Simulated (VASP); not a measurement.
# SnO2 (Pnnm) in VASP: a series of runs, part 2 of 2

VASP 6.6.1.

### Step 3. Single point, PBEsol

File INCAR:

```
SYSTEM = SnO2
ALGO = Normal
EDIFF = 1E-7
ENCUT = 520
GGA = PS
ISIF = 2
ISMEAR = 0
LASPH = .True.
LCHARG = .True.
LELF = .True.
LREAL = .False.
LVHAR = .True.
LWAVE = .False.
NBANDS = 35
NELM = 80
PREC = Accurate
SIGMA = 0.01
```

File KPOINTS:

```
k-points
0
Gamma
  6 4 6
  0 0 0
```

File POSCAR:

```
SnO2
1.0
    4.7880040000      0.0000000000      0.0000000000
    0.0000000000      4.8665820000      0.0000000000
    0.0000000000      0.0000000000      3.2408980000
Sn O
2 4
Direct
    0.5000000000      0.5000000000      0.5000000000
    0.0000000000      0.0000000000      0.0000000000
    0.2918550000      0.3210420000      0.0000000000
    0.7918550000      0.1789580000      0.5000000000
    0.2081450000      0.8210420000      0.5000000000
    0.7081450000      0.6789580000      0.0000000000
```

Potentials or basis: VASP PAW PBE potentials, release 64 (Sn_d, O).

Run with:

```
$ cat potpaw_PBE.64/Sn_d/POTCAR potpaw_PBE.64/O/POTCAR > POTCAR
$ mpirun -np 1 vasp_std > vasp.out
```

Wall time 47 s (1 thread of Intel Xeon 6975P-C (Granite Rapids), shared host); peak memory 0.24 GiB.

Results (log left out):

```
Free energy            : -39.6183 eV
Pressure               : -5.8 GPa
Largest force          : 0.104 eV/Å
Band gap on the k mesh : 0.72 eV, direct
```

Forces in eV/Å, atoms in the order of the input:
```
Sn   0.000  0.000  0.000
Sn   0.000  0.000  0.000
O    0.103 -0.019  0.000
O    0.103  0.019  0.000
O   -0.103 -0.019  0.000
O   -0.103  0.019  0.000
```

Stress tensor (GPa, compression positive):
```
-5.34  0.00  0.00
 0.00 -5.57  0.00
 0.00  0.00 -6.39
```

Levels at points of the mesh, in eV from the valence-band top:
```csv
k point,band 24,band 25,band 26,band 27,band 28,band 29
"(0.00, 0.00, 0.00)",-0.63,-0.62,0.00,0.72,5.63,5.92
"(0.50, 0.00, 0.00)",-1.12,-0.44,-0.44,3.79,3.79,6.51
"(0.00, 0.50, 0.00)",-1.11,-0.56,-0.56,3.95,3.95,6.96
"(0.50, 0.50, 0.00)",-1.24,-0.73,-0.73,4.27,4.27,7.07
"(0.00, 0.00, 0.50)",-1.46,-1.05,-1.05,5.57,5.57,9.26
"(0.50, 0.00, 0.50)",-0.82,-0.71,-0.71,5.87,5.87,7.63
"(0.00, 0.50, 0.50)",-1.03,-0.61,-0.61,5.77,5.77,7.41
"(0.50, 0.50, 0.50)",-0.84,-0.66,-0.66,4.33,4.33,8.52
```

Caveat: the PAW data sets were made with another functional, which shifts forces and pressure a little; spin-orbit coupling is left out, which moves the levels of the heavy elements. PBEsol gaps usually lie below the measured ones, often by a third to a half.

### Step 4. Single point, BLYP

File INCAR:

```
SYSTEM = SnO2
PREC = Accurate ; ENCUT = 520
EDIFF = 1E-6 ; ISMEAR = 0
SIGMA = 0.01 ; LREAL = .FALSE.
LASPH = .TRUE. ; NELM = 60
ALGO = Normal ; ISIF = 2
LWAVE = .FALSE. ; LCHARG = .FALSE.
GGA = B5 ; ALDAX = 1.0
AGGAX = 1.0 ; AGGAC = 1.0
ALDAC = 0.0 ; NBANDS = 35
```

File KPOINTS:

```
Automatic mesh
0
G
  6 4 6
  0 0 0
```

POSCAR is that of step 3.

Potentials or basis: VASP PAW PBE potentials, release 64 (Sn_d, O).

Run with:

```
$ cat potpaw_PBE.64/Sn_d/POTCAR potpaw_PBE.64/O/POTCAR > POTCAR
$ mpirun -np 1 vasp_std > vasp.out
```

OUTCAR:

```text
SYSTEM = SnO2
   PREC = Accurate
   ENCUT = 520
   EDIFF = 1E-6
   ISMEAR = 0
   LREAL = .FALSE.
   LASPH = .TRUE.
   NELM = 60
   ISIF = 2
   GGA = B5

 ion  position               nearest neighbor table
   1  0.500  0.500  0.500-   3 2.09   6 2.09   3 2.09   6 2.09   5 2.10   4 2.10
   2  0.000  0.000  0.000-   4 2.09   5 2.09   4 2.09   5 2.09   3 2.10   6 2.10
   3  0.292  0.321  0.000-   1 2.09   1 2.09   2 2.10
   4  0.792  0.179  0.500-   2 2.09   2 2.09   1 2.10
   5  0.208  0.821  0.500-   2 2.09   2 2.09   1 2.10
   6  0.708  0.679  0.000-   1 2.09   1 2.09   2 2.10

[... 1122 lines left out ...]
  -------------------------------------------------------------------------------------
  Total        2.4328020      2.3516808      2.9783448      0.0000000      0.0000000      0.0000000
  in kB       51.6147030     49.8936243     63.1890243      0.0000000      0.0000000      0.0000000
  external PRESSURE =      54.8991172 kB  Pullay stress =       0.0000000 kB

 VOLUME and BASIS-vectors are now :
 -----------------------------------------------------------------------------
  energy-cutoff  :      520.00
  volume of cell :       75.52
      direct lattice vectors                 reciprocal lattice vectors
     4.788004000  0.000000000  0.000000000     0.208855298  0.000000000  0.000000000
     0.000000000  4.866582000  0.000000000     0.000000000  0.205483027  0.000000000
     0.000000000  0.000000000  3.240898000     0.000000000  0.000000000  0.308556456

 POSITION                                       TOTAL-FORCE (eV/Angst)
 -----------------------------------------------------------------------------------
      2.39400      2.43329      1.62045         0.000000      0.000000      0.000000
      0.00000      0.00000      0.00000         0.000000      0.000000      0.000000
      1.39740      1.56238      0.00000        -0.015794     -0.089939      0.000000
      3.79140      0.87091      1.62045        -0.015794      0.089939      0.000000
      0.99660      3.99567      1.62045         0.015794     -0.089939      0.000000
      3.39060      3.30420      0.00000         0.015794      0.089939      0.000000
 -----------------------------------------------------------------------------------
    total drift:                                0.000000      0.000000      0.000000

  FREE ENERGIE OF THE ION-ELECTRON SYSTEM (eV)
  ---------------------------------------------------
  free  energy   TOTEN  =       -34.8376924847 eV

  energy  without entropy=      -34.8376924847  energy(sigma->0) =      -34.83769248
```

stdout:

```text
POSCAR found type information on POSCAR SnO
 POSCAR found :  2 types and       6 ions
 scaLAPACK will be used
 -----------------------------------------------------------------------------
|                                                                             |
|                                                                             |
|     You enforced a specific xc type in the INCAR file but a different       |
|     I HOPE YOU KNOW WHAT YOU ARE DOING!                                     |
|                                                                             |
 -----------------------------------------------------------------------------

 LDA part: xc-table for (Slater(with rela. corr.)+VWN5), standard interpolation
 POSCAR, INCAR and KPOINTS ok, starting setup
 FFT: planning ... GRIDC
 FFT: planning ... GRID_SOFT
 FFT: planning ... GRID
 WAVECAR not read
 entering main loop
```

It took 56 s on 1 thread of Intel Xeon 6975P-C (Granite Rapids), shared host; peak memory 0.24 GiB.

Results:

* Free energy: -34.8377 eV
* Pressure: 5.5 GPa
* Largest force: 0.091 eV/Å
* Band gap on the k mesh: 0.86 eV, direct

Forces on the atoms (eV/Å):
```
Sn   0.000  0.000  0.000
Sn   0.000  0.000  0.000
O   -0.016 -0.090  0.000
O   -0.016  0.090  0.000
O    0.016 -0.090  0.000
O    0.016  0.090  0.000
```

Stress tensor (GPa, compression positive):
```
5.16 0.00 0.00
0.00 4.99 0.00
0.00 0.00 6.32
```

Caveat: the PAW data sets were made with another functional, which shifts forces and pressure a little; spin-orbit coupling is left out, which moves the levels of the heavy elements. Expect the measured gap to be larger: semilocal functionals such as BLYP lack the derivative discontinuity.

### Step 5. Summary

```csv
level,potentials or basis,gap on the mesh (eV),pressure (GPa),largest force (eV/Å)
LDA,"VASP PAW LDA potentials, release 64 (Sn_d, O)",0.70,-10.4,0.15
PBEsol,"VASP PAW PBE potentials, release 64 (Sn_d, O)",0.72,-5.8,0.10
BLYP,"VASP PAW PBE potentials, release 64 (Sn_d, O)",0.86,5.5,0.09
```

Alike in all rows: task single point; no spin polarisation; cell as given; k mesh 6 × 4 × 6; cutoff (eV) 520; smearing gaussian 0.01 eV.

Caveats: spin-orbit coupling is left out, which moves the levels of the heavy elements; the PAW data sets were made with another functional, which shifts forces and pressure a little (some runs).

Absolute energies hang on the potentials; compare differences alone.
